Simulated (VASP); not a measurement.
Set up this calculation in VASP 6.6.1, as the native input.

```yaml
Task: single point
Functional: LDA
Potentials_or_basis: VASP PAW LDA potentials, release 64 (Ge_d, Si)
Cutoff: 520 eV
k_mesh: 9 × 9 × 1
Occupations: gaussian, width 0.1 eV
Spin: no spin polarisation
Dipole_correction: yes
Further_INCAR_settings: ALGO = Normal; EDIFF = 1e-06; NBANDS = 38
```

The structure of SiGe4 lies in POSCAR:

```
SiGe4
1.0
    3.9749475856      0.0000000000      0.0000000000
   -1.9874737928      3.4424055879      0.0000000000
    0.0000000000      0.0000000000     19.6181517136
Ge Si
4 1
Direct
    0.3333333333      0.6666666667      0.2038928059
    0.0000000000      0.0000000000      0.2452515838
    0.0000000000      0.0000000000      0.3764881450
    0.6666666667      0.3333333333      0.4138081830
    0.8333333333      1.0000000000      0.5047078922
```

The input as run:

INCAR

```
SYSTEM = SiGe4
PREC     = Accurate       ! precision mode
ENCUT    = 520            ! plane-wave cutoff, eV
EDIFF    = 1E-6           ! SCF threshold, eV
ISMEAR   = 0              ! smearing method
SIGMA    = 0.1            ! smearing width, eV
LREAL    = .False.        ! projectors in reciprocal space
LASPH    = .True.         ! aspherical terms in the spheres
NELM     = 60             ! most SCF steps
ALGO     = Normal         ! electronic algorithm
ISIF     = 2              ! what is computed and relaxed
LWAVE    = .False.        ! write WAVECAR
LCHARG   = .True.         ! write CHGCAR
LDIPOL   = .True.       
IDIPOL   = 3            
DIPOL    = 0.5 0.5 0.349
LELF     = .True.         ! ELF
LVHAR    = .True.       
LVACPOTAV= .True.       
NBANDS   = 38             ! bands
```

KPOINTS

```
regular mesh
0
Gamma
  9 9 1
  0 0 0
```

Potentials or basis: VASP PAW LDA potentials, release 64 (Ge_d, Si).

The run is started by

```sh
$ cat potpaw_LDA.64/Ge_d/POTCAR potpaw_LDA.64/Si/POTCAR > POTCAR
$ mpirun -np 1 vasp_std > vasp.out
```

It gave:

```
Largest force          : 1.292 eV/Å
Band gap on the k mesh : zero (bands 30 and 31 overlap by 0.59 eV)
```

Run time: 11 min on 1 thread of Intel(R) Xeon(R) Platinum 8488C (Sapphire Rapids), on a shared host, peak memory 0.46 GiB.
